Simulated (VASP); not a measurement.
Write the native input for VASP 6.6.1 that does the following.

* Task: single point
* Functional: PBE
* Potentials or basis: VASP PAW PBE potentials, release 64 (Be, Cl)
* Cutoff: 520 eV
* k mesh: 4 × 4 × 4
* Occupations: gaussian, width 0.1 eV
* Spin: no spin polarisation
* Dipole correction: no
* Further INCAR settings: ALGO = Normal; EDIFF = 1e-06; NBANDS = 18

The structure of Be3Cl2 lies in POSCAR:

```
Be3Cl2
1.0
    4.9688781067     -3.0194327389     -0.7407148628
    4.9688781067      3.0194327389     -0.7407148628
   -1.7072461468      0.0000000000      3.5785963212
Be Cl
3 2
Direct
   -0.2303293800      0.4651363566      0.1671910626
    0.5348636434      1.2303293800      0.8328089374
    0.7086602160      0.2913397840      0.5000000000
    0.7657364683      0.8622642811      0.4846474717
    0.1377357189      0.2342635317      0.5153525283
```

The cell was generated, and may not be a known phase.

The input as run:

INCAR

```
PREC     = Accurate       # precision mode
ENCUT    = 520            # plane-wave cutoff, eV
EDIFF    = 1E-6           # SCF threshold, eV
ISMEAR   = 0              # smearing method
SIGMA    = 0.1            # smearing width, eV
LREAL    = False          # projectors in reciprocal space
LASPH    = True           # aspherical terms in the spheres
NELM     = 80             # most SCF steps
ALGO     = Normal         # electronic algorithm
ISIF     = 2              # what is computed and relaxed
LWAVE    = False          # write WAVECAR
LCHARG   = False          # write CHGCAR
GGA      = PE             # functional
NBANDS   = 18             # bands
```

KPOINTS

```
Automatic mesh
0
Gamma
  4 4 4
```

Potentials or basis: VASP PAW PBE potentials, release 64 (Be, Cl).

Launch:

```console
$ cat potpaw_PBE.64/Be/POTCAR potpaw_PBE.64/Cl/POTCAR > POTCAR
$ mpirun -np 1 vasp_std > vasp.out
```

It gave:

| Property | Result |
| --- | --- |
| Pressure | 0.1 GPa |
| Largest force | 0.035 eV/Å |
| Band gap on the k mesh | 1.22 eV (least direct gap 1.35 eV) |

Caveat: the k points lie up to 0.48 Å⁻¹ apart.

It took 78 s on 1 thread of Oxide Virtual Turin-like Processor (shared host), peak memory 0.21 GiB.
